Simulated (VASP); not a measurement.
Set up this calculation in VASP 6.6.1, as the native input.

```
Task                   : single point
Functional             : PBEsol
Potentials or basis    : VASP PAW PBE potentials, release 64 (Mn_pv, Hg)
Cutoff                 : 520 eV
k mesh                 : 14 × 14 × 14
Occupations            : gaussian, width 0.15 eV
Spin                   : collinear spin, ferromagnetic start
Starting moments       : [4.21, 0.0] μB
Dipole correction      : no
Further INCAR settings : ALGO = Fast; EDIFF = 1e-06; NBANDS = 24
```

The structure of MnHg lies in POSCAR:

```
MnHg
1.0
    3.1893600000      0.0000000000      0.0000000000
    0.0000000000      3.1893600000      0.0000000000
    0.0000000000      0.0000000000      3.2136100000
Mn Hg
1 1
Direct
    0.5000000000      0.5000000000      0.5000000000
    0.0000000000      0.0000000000      0.0000000000
```

This cell differs from its parent crystal: strain -0.030 along x and y, -0.030 along z.

These files were run (other wordings do the same):

INCAR

```
SYSTEM = MnHg
  PREC = Accurate
  ENCUT = 520
  EDIFF = 1E-6
  ISMEAR = 0
  SIGMA = 0.15
  LREAL = .FALSE.
  LASPH = .TRUE.
  NELM = 150
  ALGO = Fast
  ISIF = 2
  LWAVE = .FALSE.
  LCHARG = .TRUE.
  ISPIN = 2
  MAGMOM = 4.21 0
  LORBIT = 11
  LMAXMIX = 4
  GGA = PS
  LELF = .TRUE.
  LVHAR = .TRUE.
  NBANDS = 24
```

KPOINTS

```
regular mesh
0
G
  14 14 14
  0 0 0
```

Potentials or basis: VASP PAW PBE potentials, release 64 (Mn_pv, Hg).

Run with:

```console
$ cat potpaw_PBE.64/Mn_pv/POTCAR potpaw_PBE.64/Hg/POTCAR > POTCAR
$ mpirun -np 1 vasp_std > vasp.out
```

It gave:

```yaml
Pressure: 5.0 GPa
Net_moment: 3.60 μB per cell
Site_moments: Mn +3.54; Hg -0.06 μB
Valence_electrons_inside_the_program's_atomic_spheres: Mn 11.52; Hg 10.68
```

Caveat: the cell differs from its parent crystal (strain -0.030 along x and y, -0.030 along z); the cell stands under pressure; the PAW data sets were made with another functional, which shifts forces and pressure a little.

Run time: 6.4 min on 1 thread of Intel Xeon 8259CL, with other jobs on the host, peak memory 0.42 GiB.
